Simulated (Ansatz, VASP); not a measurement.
**SiC3: VASP beside Ansatz**

```
CELL_PARAMETERS angstrom
5.60999 0.00000 0.00000
0.00000 5.60999 0.00000
0.00000 0.00000 3.05623
ATOMIC_POSITIONS crystal
Si 0.50000 0.50000 0.00000
C 0.00000 0.00000 0.78656
C 0.00000 0.00000 0.21344
C 0.50000 0.50000 0.50000
```

Alike in both runs: task relaxation of cell and atoms; functional PBE; k mesh 6 × 6 × 10; occupations gaussian, width 0.02 eV; no spin polarisation.

|  | VASP | Ansatz |
| --- | --- | --- |
| version | VASP 6.6.1 | Ansatz 0.2.0 |
| potentials or method | VASP PAW PBE potentials, release 64 (Si, C), cutoff 600 eV | scalar-relativistic, plane waves, PAW |
| valence electrons in the cell | 16 | 16 |

```tsv
	VASP	Ansatz	Ansatz less VASP
gap on the k mesh at the Fermi level, each at its own relaxed structure (eV)	1.18	1.15	-0.033
relaxed volume (Å³/atom)	24.03	24.05	+0.021
relaxed cell length with the largest relative difference (Å)	3.054	3.056	+0.0019
```
